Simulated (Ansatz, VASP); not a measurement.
One calculation of BaLuSbF, two programs

The input INCAR:

```
SYSTEM = BaLuSbF
PREC = Accurate
ENCUT = 520
EDIFF = 1E-6
ISMEAR = -1
SIGMA = 0.1
LREAL = .FALSE.
LASPH = .TRUE.
NELM = 60
ALGO = Normal
ISIF = 2
LWAVE = .FALSE.
LCHARG = .TRUE.
GGA = PE
LELF = .TRUE.
LVHAR = .TRUE.
NBANDS = 57
```

The input KPOINTS:

```
regular mesh
0
G
  4 4 2
  0 0 0
```

POSCAR

```
BaLuSbF
1.0
    4.5345420000      0.0000000000      0.0000000000
    0.0000000000      4.5345420000      0.0000000000
    0.0000000000      0.0000000000      9.6450120000
Ba Lu Sb F
2 2 2 2
Direct
    0.2500000000      0.2500000000      0.3586500000
    0.7500000000      0.7500000000      0.6413500000
    0.2500000000      0.7500000000      0.0000000000
    0.7500000000      0.2500000000      0.0000000000
    0.2500000000      0.2500000000      0.8148600000
    0.7500000000      0.7500000000      0.1851400000
    0.2500000000      0.7500000000      0.5000000000
    0.7500000000      0.2500000000      0.5000000000
```

Input for Ansatz:

```yaml
crystal:
  lattice:
    - [4.534542, 0.0, 0.0]
    - [0.0, 4.534542, 0.0]
    - [0.0, 0.0, 9.645012]
  atoms:
    - { symbol: Ba, position: [0.25, 0.25, 0.35865] }
    - { symbol: Ba, position: [0.75, 0.75, 0.64135] }
    - { symbol: Lu, position: [0.25, 0.75, 0.0] }
    - { symbol: Lu, position: [0.75, 0.25, 0.0] }
    - { symbol: Sb, position: [0.25, 0.25, 0.81486] }
    - { symbol: Sb, position: [0.75, 0.75, 0.18514] }
    - { symbol: F, position: [0.25, 0.75, 0.5] }
    - { symbol: F, position: [0.75, 0.25, 0.5] }
  symmetry: { tolerance: 0.0003 }
kpoints:
  mp_grid: { grid: [4, 4, 2], shift: [0, 0, 0] }
magnetization:
  spin_polarized: false
scf:
  occupations: { method: fermi_dirac }
hamiltonian:
  pseudopotentials: { kind: paw }
  xc: pbe
basis:
  ecutwfc: 420
output:
  forces: true
  stress: true
  eigenvalues: true
```

Alike in both runs: task single point; functional PBE; k mesh 4 × 4 × 2; no spin polarisation.

|  | VASP | Ansatz |
| --- | --- | --- |
| version | VASP 6.6.1 | Ansatz 0.2.0 |
| potentials or method | VASP PAW PBE potentials, release 64 (Ba_sv, Lu, Sb, F), cutoff 520 eV | PAW plane waves |
| occupations | fermi-dirac, width 0.1 eV | fermi-dirac |
| valence electrons in the cell | 94 | 114 |

```tsv
	VASP	Ansatz	Ansatz less VASP
gap on the k mesh at the Fermi level (eV)	none	none	-
pressure (GPa)	9.4	8.7	-0.68
traceless stress, the component that is largest in VASP (GPa)	-1.13	-1.01	+0.120
rms of the force components (eV/Å)	0.290	0.295	+0.0054
```

Atom by atom the forces differ by 0.034 eV/Å (rms over components). A gap of «none» marks a metal or a gap that the smearing closes. VASP's potentials hold 94 valence electrons a cell and Ansatz's 114, so a difference there can come from the potentials and not from the codes.

Neither program's run includes spin-orbit coupling.
